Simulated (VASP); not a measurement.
Here is a VASP 6.6.1 calculation.

File INCAR:

```
SYSTEM = SnO2
ALGO = Normal
EDIFF = 1E-7
ENCUT = 520
GGA = CA
ISIF = 2
ISMEAR = 0
LASPH = .TRUE.
LCHARG = .TRUE.
LELF = .TRUE.
LREAL = .FALSE.
LVHAR = .TRUE.
LWAVE = .FALSE.
NBANDS = 35
NELM = 80
PREC = Accurate
SIGMA = 0.05
```

KPOINTS

```
k-points
0
G
  6 6 8
  0 0 0
```

Contents of POSCAR:

```
SnO2
1.0
    4.8820573695      0.0000000000      0.0000000000
    0.0000000000      4.8826571076      0.0000000000
    0.0000000000      0.0000000000      3.2983446198
Sn O
2 4
Direct
    0.5000000000      0.5000000000      0.5000000000
    0.0000000000      0.0000000000      0.0000000000
    0.3059833077      0.3450716815      0.0000000000
    0.8059833077      0.1549283185      0.5000000000
    0.1940166923      0.8450716815      0.5000000000
    0.6940166923      0.6549283185      0.0000000000
```

Potentials or basis: VASP PAW LDA potentials, release 64 (Sn_d, O).

Run with:

```bash
$ cat potpaw_LDA.64/Sn_d/POTCAR potpaw_LDA.64/O/POTCAR > POTCAR
$ mpirun -np 1 vasp_std > vasp.out
```

Task: Predict the band gap on the k mesh.

Result: 0.59 eV (least direct gap 0.60 eV).

Task: Estimate the largest force.

Result: 2.170 eV/Å.

Task: Predict the pressure.

Result: -10.3 GPa.

Forces in eV/Å, atoms in the order of the input:
```
Sn   0.000  0.000  0.000
Sn   0.000  0.000  0.000
O   -1.497 -1.571  0.000
O   -1.497  1.571  0.000
O    1.497 -1.571  0.000
O    1.497  1.571  0.000
```

Caveat: the cell differs from its parent crystal (atoms shifted along a free coordinate); the cell stands under tension; spin-orbit coupling is left out, which moves the levels of the heavy elements; forces of over 1 eV/Å act on the atoms, so gaps and moduli don't describe the material at rest.
